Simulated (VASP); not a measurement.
A run of VASP 6.6.1 is set up as follows.

The input INCAR:

```
SYSTEM = TaF
PREC = Accurate
ENCUT = 600
EDIFF = 1E-6
ISMEAR = 0
SIGMA = 0.2
LREAL = .False.
LASPH = .True.
NELM = 120
ALGO = Normal
ISIF = 2
LWAVE = .False.
LCHARG = .False.
GGA = PE
NBANDS = 16
GGA_COMPAT = .False.
```

The input KPOINTS:

```
regular mesh
0
Gamma
  7 7 7
  0 0 0
```

The input POSCAR:

```
TaF
1.0
    0.0000000000      2.4632824862      2.4632824862
    2.4632824862      0.0000000000      2.4632824862
    2.4632824862      2.4632824862      0.0000000000
Ta F
1 1
Direct
    0.0000000000      0.0000000000      0.0000000000
    0.7500000000      0.7500000000      0.7500000000
```

Potentials or basis: VASP PAW PBE potentials, release 64 (Ta_pv, F).

Launch:

```sh
$ cat potpaw_PBE.64/Ta_pv/POTCAR potpaw_PBE.64/F/POTCAR > POTCAR
$ mpirun -np 1 vasp_std > vasp.out
```

Problem. Predict the band gap on the k mesh.

Solution. Zero (bands 9 and 10 overlap by 0.44 eV).

Problem. Predict the pressure.

Solution. 0.3 GPa.

Caveat: spin-orbit coupling is left out, which moves the levels of the heavy elements.
